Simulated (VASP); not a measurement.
Write the native input for VASP 6.6.1 that does the following.

```
Task                   : single point
Functional             : BLYP
Potentials or basis    : VASP PAW PBE potentials, release 64 (Sr_sv)
Cutoff                 : 520 eV
k mesh                 : 10 × 10 × 3
Occupations            : fermi-dirac, width 0.1 eV
Spin                   : no spin polarisation
Dipole correction      : no
Further INCAR settings : ALGO = Normal; EDIFF = 1e-06; NBANDS = 28
```

The structure of Sr lies in POSCAR:

```
Sr
1.0
    4.4704256041      0.0000000000      0.0000000000
   -2.2352128020      3.8715021389      0.0000000000
    0.0000000000      0.0000000000     14.6016876466
Sr
4
Direct
    1.0000000000      1.0000000000      1.0000000000
    1.0000000000      0.0000000000      0.5000000000
    0.3333333333      0.6666666667      0.2500000000
    0.6666666667      0.3333333333      0.7500000000
```

This isn't the form of Sr at room conditions, which is fcc.

The input as run:

INCAR

```
  AGGAC = 1.0
  AGGAX = 1.0
  ALDAC = 0.0
  ALDAX = 1.0
  ALGO = Normal
  EDIFF = 1E-6
  ENCUT = 520
  GGA = B5
  ISIF = 2
  ISMEAR = -1
  LASPH = T
  LCHARG = F
  LREAL = F
  LWAVE = F
  NBANDS = 28
  NELM = 80
  PREC = Accurate
  SIGMA = 0.1
```

KPOINTS

```
k-points
0
Gamma
  10 10 3
```

Potentials or basis: VASP PAW PBE potentials, release 64 (Sr_sv).

The run is started by

```sh
$ cat potpaw_PBE.64/Sr_sv/POTCAR > POTCAR
$ mpirun -np 1 vasp_std > vasp.out
```

Results of the run:

| Quantity | Value |
| --- | --- |
| Pressure | -1.0 GPa |
| Band gap on the k mesh | zero (bands 20 and 21 overlap by 0.10 eV) |

Caveat: the PAW data sets were made with another functional, which shifts forces and pressure a little.

Run time: 6.9 min on 1 thread of Intel Xeon 8259CL, on a shared host, peak memory 0.45 GiB.
